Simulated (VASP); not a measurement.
Set up this calculation in VASP 6.6.1, as the native input.

```yaml
Task: single point
Functional: PBEsol
Dispersion: D3(BJ)
Potentials_or_basis: VASP PAW PBE potentials, release 64 (Hg, Te)
Cutoff: 520 eV
k_mesh: 7 × 7 × 7
Occupations: fermi-dirac, width 0.05 eV
Spin: no spin polarisation
Dipole_correction: no
Further_INCAR_settings: ALGO = Normal; EDIFF = 1e-07; NBANDS = 16
```

The structure of HgTe (Coloradoite) lies in POSCAR:

```
HgTe
1.0
    0.0000000000      3.2145000000      3.2145000000
    3.2145000000      0.0000000000      3.2145000000
    3.2145000000      3.2145000000      0.0000000000
Hg Te
1 1
Direct
    0.0000000000      0.0000000000      0.0000000000
    0.7500000000      0.7500000000      0.7500000000
```

These files were run (other wordings do the same):

INCAR

```
PREC = Accurate ; ENCUT = 520
EDIFF = 1E-7 ; ISMEAR = -1
SIGMA = 0.05 ; LREAL = F
LASPH = T ; NELM = 80
ALGO = Normal ; ISIF = 2
LWAVE = F ; LCHARG = F
GGA = PS ; IVDW = 12
NBANDS = 16
```

KPOINTS

```
Automatic mesh
0
Gamma
  7 7 7
```

Potentials or basis: VASP PAW PBE potentials, release 64 (Hg, Te).

The run is started by

```sh
$ cat potpaw_PBE.64/Hg/POTCAR potpaw_PBE.64/Te/POTCAR > POTCAR
$ mpirun -np 1 vasp_std > vasp.out
```

It gave:

| Property | Result |
| --- | --- |
| Pressure | 0.2 GPa |
| Band gap on the k mesh | zero (filled and empty bands touch) |
| Dispersion energy per atom | -0.361 eV |

Caveat: the PAW data sets were made with another functional, which shifts forces and pressure a little; spin-orbit coupling is left out, which moves the levels of the heavy elements; pairwise dispersion overbinds metals, which lowers pressure and volume.

Wall time 11 s on 1 thread of Intel(R) Xeon(R) Platinum 8559C (Emerald Rapids), with other jobs on the host, peak memory 0.22 GiB.
